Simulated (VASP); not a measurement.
# Sb (Im-3m) in VASP: a series of runs

Runs on Sb. Level: revPBE. Tasks: single point.

Program: VASP 6.6.1. These are calculated values, not measurements. Logs are shortened: lines on timing, memory, paths and dates and some standing lists are left out, and cuts for length are marked.

## 1. The cell of the first run

Symmetry: Im-3m, No. 229, cubic system. The conventional cell has a = 3.707 Å, b = 3.707 Å, c = 3.707 Å, α = 90.00°, β = 90.00°, γ = 90.00°. Sb (site symmetry m-3m) has 14 Sb at 3.21 to 3.71 Å within 4.2 Å.

## 2. Single point, revPBE (volume scaled by 0.92)

Input file INCAR:

```
SYSTEM = Sb
  PREC = Accurate
  ENCUT = 520
  EDIFF = 1E-7
  ISMEAR = -1
  SIGMA = 0.1
  LREAL = .False.
  LASPH = .True.
  NELM = 100
  ALGO = Normal
  ISIF = 2
  LWAVE = .False.
  LCHARG = .True.
  GGA = RE
  LELF = .True.
  LVHAR = .True.
  NBANDS = 8
```

Input file KPOINTS:

```
Automatic mesh
0
Gamma
  13 13 13
  0 0 0
```

Input file POSCAR:

```
Sb
1.0
   -1.8536273207      1.8536273207      1.8536273207
    1.8536273207     -1.8536273207      1.8536273207
    1.8536273207      1.8536273207     -1.8536273207
Sb
1
Direct
    0.0000000000      0.0000000000      0.0000000000
```

Potentials or basis: VASP PAW PBE potentials, release 64 (Sb).

Started as:

```bash
$ cat potpaw_PBE.64/Sb/POTCAR > POTCAR
$ mpirun -np 1 vasp_std > vasp.out
```

OUTCAR:

```text
SYSTEM = Sb
   PREC = Accurate
   ENCUT = 520
   EDIFF = 1E-7
   ISMEAR = -1
   LREAL = .False.
   LASPH = .True.
   NELM = 100
   ISIF = 2
   GGA = RE

 ion  position               nearest neighbor table
   1  0.000  0.000  0.000-

  LATTYP: Found a body centered cubic cell.
 ALAT       =     3.7072546414

  Lattice vectors:

 A1 = (  -1.8536273207,   1.8536273207,   1.8536273207)
 A2 = (   1.8536273207,  -1.8536273207,   1.8536273207)
 A3 = (   1.8536273207,   1.8536273207,  -1.8536273207)

Analysis of symmetry for initial positions (statically):
=====================================================================
 Subroutine PRICEL returns:
 Original cell was already a primitive cell.

 Routine SETGRP: Setting up the symmetry group for a
 body centered cubic supercell.

 Subroutine GETGRP returns: Found 48 space group operations
 (whereof 48 operations were pure point group operations)
 out of a pool of 48 trial point group operations.

The static configuration has the point symmetry O_h .

Analysis of symmetry for dynamics (positions and initial velocities):
=====================================================================
 Subroutine PRICEL returns:
 Original cell was already a primitive cell.

 Routine SETGRP: Setting up the symmetry group for a
 body centered cubic supercell.

 Subroutine GETGRP returns: Found 48 space group operations
 (whereof 48 operations were pure point group operations)
 out of a pool of 48 trial point group operations.

The dynamic configuration has the point symmetry O_h .

 Subroutine INISYM returns: Found 48 space group operations
 (whereof 48 operations are pure point group operations),
 and found     1 'primitive' translations

----------------------------------------------------------------------------------------

                                     Primitive cell

  volume of cell :      25.4758

  direct lattice vectors                    reciprocal lattice vectors
    -1.853627321  1.853627321  1.853627321     0.000000000  0.269741385  0.269741385
     1.853627321 -1.853627321  1.853627321     0.269741385  0.000000000  0.269741385
     1.853627321  1.853627321 -1.853627321     0.269741385  0.269741385  0.000000000

  length of vectors
     3.210576698  3.210576698  3.210576698     0.381471924  0.381471924  0.381471924

  position of ions in fractional coordinates (direct lattice)
     0.000000000  0.000000000  0.000000000

  ion indices of the primitive-cell ions
   primitive index   ion index
                 1           1

----------------------------------------------------------------------------------------

 KPOINTS: Automatic mesh

Automatic generation of k-mesh.
 Grid dimensions read from file:
 generate k-points for:   13   13   13

 Generating k-lattice:

  Cartesian coordinates                     Fractional coordinates (reciprocal lattice)
     0.000000000  0.020749337  0.020749337     0.076923077  0.000000000  0.000000000
     0.020749337  0.000000000  0.020749337     0.000000000  0.076923077  0.000000000
     0.020749337  0.020749337  0.000000000     0.000000000  0.000000000  0.076923077

  Length of vectors
     0.029343994  0.029343994  0.029343994

  Shift w.r.t. Gamma in fractional coordinates (k-lattice)
     0.000000000  0.000000000  0.000000000

 Subroutine IBZKPT returns following result:
 ===========================================

 Found     84 irreducible k-points:

 Following reciprocal coordinates:
            Coordinates               Weight
  0.000000  0.000000  0.000000      1.000000
  0.076923  0.000000  0.000000     12.000000
  0.153846  0.000000  0.000000     12.000000
  0.230769  0.000000  0.000000     12.000000
  0.307692  0.000000  0.000000     12.000000
  0.384615  0.000000  0.000000     12.000000
[... 16 lines left out ...]
  0.153846  0.076923  0.076923     24.000000
  0.230769  0.076923  0.076923     24.000000
 [... further k-points ...]
   k-points           NKPTS =     84   k-points in BZ     NKDIM =     84   number of bands    NBANDS=      8
   number of dos      NEDOS =    301   number of ions     NIONS =      1
   total plane-waves  NPLWV =  13824
   dimension x,y,z NGX =    24 NGY =   24 NGZ =   24
   dimension x,y,z NGXF=    48 NGYF=   48 NGZF=   48
   ions per type =               1
   NGX,Y,Z   is equivalent  to a cutoff of  12.43, 12.43, 12.43 a.u.
   NGXF,Y,Z  is equivalent  to a cutoff of  24.85, 24.85, 24.85 a.u.
 SYSTEM =  Sb
   PREC   = accura    normal or accurate (medium, high low for compatibility)
   ISTART =      0    job   : 0-new  1-cont  2-samecut
   ICHARG =      2    charge: 1-file 2-atom 10-const
   ISPIN  =      1    spin polarized calculation?
   LNONCOLLINEAR =      F non collinear calculations
   LSORBIT =      F    spin-orbit coupling
   LASPH  =      T    aspherical Exc in radial PAW
   ENCUT  =  520.0 eV  38.22 Ry    6.18 a.u.   5.97  5.97  5.97*2*pi/ulx,y,z
   NELM   =    100;   NELMIN=  2; NELMDL= -5     # of ELM steps
   EDIFF  = 0.1E-06   stopping-criterion for ELM
   LREAL  =      F    real-space projection
   EDIFFG = 0.1E-05   stopping-criterion for IOM
   NSW    =      0    number of steps for IOM
   IBRION =     -1    ionic relax: 0-MD 1-quasi-New 2-CG
   NFREE  =      0    steps in history (QN), initial steepest desc. (CG)
   ISIF   =      2    stress and relaxation
   ISYM   =      2    0-nonsym 1-usesym 2-fastsym
   POTIM  = 0.5000    time-step for ionic-motion
   TEBEG  =    0.0;   TEEND  =   0.0 temperature during run
   PSTRESS=    0.0 pullay stress
   NELECT =       5.0000    total number of electrons
   NUPDOWN=      -1.0000    fix difference up-down
   EMIN   =  10.00;   EMAX   =-10.00  energy-range for DOS
   EFERMI =   0.00;   METHOD = LEGACY
   ISMEAR =    -1;   SIGMA  =   0.10  broadening in eV -4-tet -1-fermi 0-gaus
   EFERMI_NEDOS =   21; number of points for ismear=-14 and -15
   IALGO  =     38    algorithm
   IMIX   =      4    mixing-type and parameters
     AMIX     =   0.40;   BMIX     =  1.00
     AMIX_MAG =   1.60;   BMIX_MAG =  1.00
  volume/ion in A,a.u.               =      25.48       171.92
  Fermi-wavevector in a.u.,A,eV,Ry     =   0.951384  1.797855 12.315056  0.905131
  Thomas-Fermi vector in A             =   2.079849
   LORBIT       =      0    0 simple, 1 ext, 2 COOP (PROOUT), +10 PAW based schemes
   GGA     = RE    functional components
   LHFCALC =     F    Hartree Fock is set to
   AEXX    =    0.0000 exact exchange contribution
   IVDW    =     0    specifies the selected vdW correction
   LEPSILON=     F    determine dielectric tensor
   LRPA    =     F    only Hartree local field effects (RPA)
 non-spin polarized calculation
  energy-cutoff  :      520.00
  volume of cell :       25.48
 maximum number of plane-waves:       701
   NGX = 11   NGY = 11   NGZ = 11

 number of electron       5.0000000 magnetization

 Free energy of the ion-electron system (eV)
  ---------------------------------------------------
  ext. energy  EPLUGINS =         0.00000000
  ---------------------------------------------------
  free energy    TOTEN  =        -3.55908298 eV

  energy without entropy =       -3.53774646  energy(sigma->0) =       -3.54841472

 E-fermi :   9.2267     XC(G=0): -10.4495

 val. band max:        9.2216510026   @ k =  -0.3846   0.4615   0.3077
 cond. band min:       9.3297883180   @ k =   0.1538   0.0769   0.0769
 fundamental gap:      0.1081373154
 Fermi energy:         9.2266978339

 k-point     1 :       0.0000    0.0000    0.0000
  band No.  band energies     occupation
      1      -4.0195      2.00000
      2      15.2246      0.00000
      3      15.2246      0.00000
      4      15.2246      0.00000
      5      19.9902      0.00000
      6      19.9902      0.00000
      7      19.9902      0.00000
      8      21.0695      0.00000

 k-point     2 :       0.0769    0.0000    0.0000
  band No.  band energies     occupation
      1      -3.8887      2.00000
      2      14.1874      0.00000
      3      14.7657      0.00000
      4      15.0995      0.00000
      5      19.1783      0.00000
      6      19.1927      0.00000
      7      20.5791      0.00000
      8      20.5863      0.00000

 k-point     3 :       0.1538    0.0000    0.0000
  band No.  band energies     occupation
      1      -3.4975      2.00000
      2      11.9941      0.00000
      3      13.8121      0.00000
      4      14.7477      0.00000
      5      18.0483      0.00000
      6      18.2243      0.00000
      7      20.3412      0.00000
      8      21.2282      0.00000

 k-point     4 :       0.2308    0.0000    0.0000
  band No.  band energies     occupation
      1      -2.8503      2.00000
      2       9.5635      0.06662
      3      12.8282      0.00000
      4      14.2643      0.00000
      5      17.1620      0.00000
      6      17.4324      0.00000
      7      20.5833      0.00000
      8      21.7119      0.00000

 k-point     5 :       0.3077    0.0000    0.0000
  band No.  band energies     occupation
      1      -1.9612      2.00000
      2       7.2256      2.00000
      3      12.0048      0.00000
      4      13.7855      0.00000
      5      16.5168      0.00000
      6      16.8377      0.00000
      7      21.2221      0.00000
      8      22.3579      0.00000
[... 177 lines left out ...]
 k-point    22 :       0.0769    0.0769    0.0769
  band No.  band energies     occupation
      1      -3.2379      2.00000
      2      11.1805      0.00000
      3      13.3446      0.00000
      4      13.3446      0.00000
      5      18.7802      0.00000
      6      18.7802      0.00000
      7      21.4184      0.00000
      8      21.4184      0.00000

 k-point    23 :       0.1538    0.0769    0.0769
  band No.  band energies     occupation
      1      -2.5943      2.00000
      2       9.3298      0.52582
      3      11.7794      0.00000
      4      12.6311      0.00000
      5      18.7902      0.00000
      6      18.8431      0.00000
      7      21.3200      0.00000
      8      21.8644      0.00000

 k-point    24 :       0.2308    0.0769    0.0769
  band No.  band energies     occupation
      1      -1.7130      2.00000
      2       7.2838      2.00000
      3      10.6677      0.00000
      4      12.0240      0.00000
      5      18.3941      0.00000
      6      18.7123      0.00000
      7      21.6708      0.00000
      8      22.5270      0.00000

 [... further k-points ...]
[... 5 lines left out ...]
  --------------------------------------------------------------------------------------
  -------------------------------------------------------------------------------------
  Total        0.8421411      0.8421411      0.8421411     -0.0000000     -0.0000000      0.0000000
  in kB       52.9624628     52.9624628     52.9624628     -0.0000000     -0.0000000      0.0000000
  external PRESSURE =      52.9624628 kB  Pullay stress =       0.0000000 kB

 VOLUME and BASIS-vectors are now :
 -----------------------------------------------------------------------------
  energy-cutoff  :      520.00
  volume of cell :       25.48
      direct lattice vectors                 reciprocal lattice vectors
    -1.853627321  1.853627321  1.853627321     0.000000000  0.269741385  0.269741385
     1.853627321 -1.853627321  1.853627321     0.269741385  0.000000000  0.269741385
     1.853627321  1.853627321 -1.853627321     0.269741385  0.269741385  0.000000000

 POSITION                                       TOTAL-FORCE (eV/Angst)
 -----------------------------------------------------------------------------------
      0.00000      0.00000      0.00000         0.000000     -0.000000      0.000000
 -----------------------------------------------------------------------------------
    total drift:                                0.000000      0.000000      0.000000

  FREE ENERGIE OF THE ION-ELECTRON SYSTEM (eV)
  ---------------------------------------------------
  free  energy   TOTEN  =        -3.5590829832 eV

  energy  without entropy=       -3.5377464624  energy(sigma->0) =       -3.54841472
```

Run time: 16 s. Hardware: 1 thread of AMD EPYC 7R43 (Zen 3), shared host; peak memory 0.11 GiB.

What came out:

| Item | Value |
| --- | --- |
| Free energy | -3.5591 eV |
| Pressure | 5.3 GPa |

Caveat: the PAW data sets were made with another functional, which shifts forces and pressure a little; spin-orbit coupling is left out, which moves the levels of the heavy elements.

## 3. Single point, revPBE (volume scaled by 0.96)

Input file INCAR:

```
PREC     = Accurate       # precision mode
ENCUT    = 520            # plane-wave cutoff, eV
EDIFF    = 1E-6           # SCF threshold, eV
ISMEAR   = -1             # smearing method
SIGMA    = 0.1            # smearing width, eV
LREAL    = False          # projectors in reciprocal space
LASPH    = True           # aspherical terms in the spheres
NELM     = 80             # most SCF steps
ALGO     = Normal         # electronic algorithm
ISIF     = 2              # what is computed and relaxed
LWAVE    = False          # write WAVECAR
LCHARG   = True           # write CHGCAR
GGA      = RE             # functional
LELF     = True           # ELF
LVHAR    = True         
NBANDS   = 8              # bands
```

Input file KPOINTS:

```
Automatic mesh
0
Gamma
  13 13 13
```

Input file POSCAR:

```
Sb
1.0
   -1.8801112891      1.8801112891      1.8801112891
    1.8801112891     -1.8801112891      1.8801112891
    1.8801112891      1.8801112891     -1.8801112891
Sb
1
Direct
    0.0000000000      0.0000000000      0.0000000000
```

Potentials or basis: VASP PAW PBE potentials, release 64 (Sb).

Started as:

```bash
$ cat potpaw_PBE.64/Sb/POTCAR > POTCAR
$ mpirun -np 1 vasp_std > vasp.out
```

Run time: 13 s. Hardware: 1 thread of AMD EPYC 7R43 (Zen 3), shared host; peak memory 0.11 GiB.

It converged, with:

```
Free energy : -3.5847 eV
Pressure    : 2.2 GPa
```

Levels at points of the mesh, in eV from the Fermi level:
```tsv
k point	band 1	band 2	band 3	band 4	band 5	band 6	band 7
(0.00, 0.00, 0.00)	-12.89	5.66	5.66	5.66	10.61	10.61	10.61
```

Caveat: the PAW data sets were made with another functional, which shifts forces and pressure a little; spin-orbit coupling is left out, which moves the levels of the heavy elements.
